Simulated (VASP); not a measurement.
**Mo: single point with PBEsol**

The system is Mo.

```
Mo
1.0
     2.82448   -0.01805   -0.04836
    -1.42787    2.31755    0.01455
    -0.04517   -0.01038    2.53733
Mo
1
Cartesian
  -0.0226 -0.0052 1.2687
```

```yaml
Program: VASP 6.6.1
Task: single point
Functional: PBEsol
Potentials_or_basis: VASP PAW PBE potentials, release 64 (Mo_sv)
Cutoff: 520 eV
k_mesh: 18 × 19 × 17
Occupations: fermi-dirac, width 0.1 eV
Spin: no spin polarisation
```

```
Pressure               : -2.8 GPa
Band gap on the k mesh : zero (bands 7 and 8 overlap by 1.86 eV)
```

Stress tensor (GPa, compression positive):
```
 0.90 -0.13 -3.25
-0.13 -3.32 -0.79
-3.25 -0.79 -5.91
```

Levels at points of the mesh, in eV from the Fermi level:
```csv
k point,band 4,band 5,band 6,band 7,band 8,band 9,band 10,band 11
"(0.00, 0.00, 0.00)",-34.15,-6.84,-4.35,-1.57,-0.29,4.02,4.24,12.92
"(0.50, 0.00, 0.00)",-34.01,-4.91,-3.26,0.86,1.11,3.58,4.16,9.98
```

It took 7.4 min on 1 thread of Intel(R) Xeon(R) Platinum 8259CL CPU @ 2.50GHz (Skylake/Cascade Lake), on a shared host, peak memory 0.64 GiB.

Caveat: the stress differs along the axes, from -6 to 1 GPa; the PAW data sets were made with another functional, which shifts forces and pressure a little.
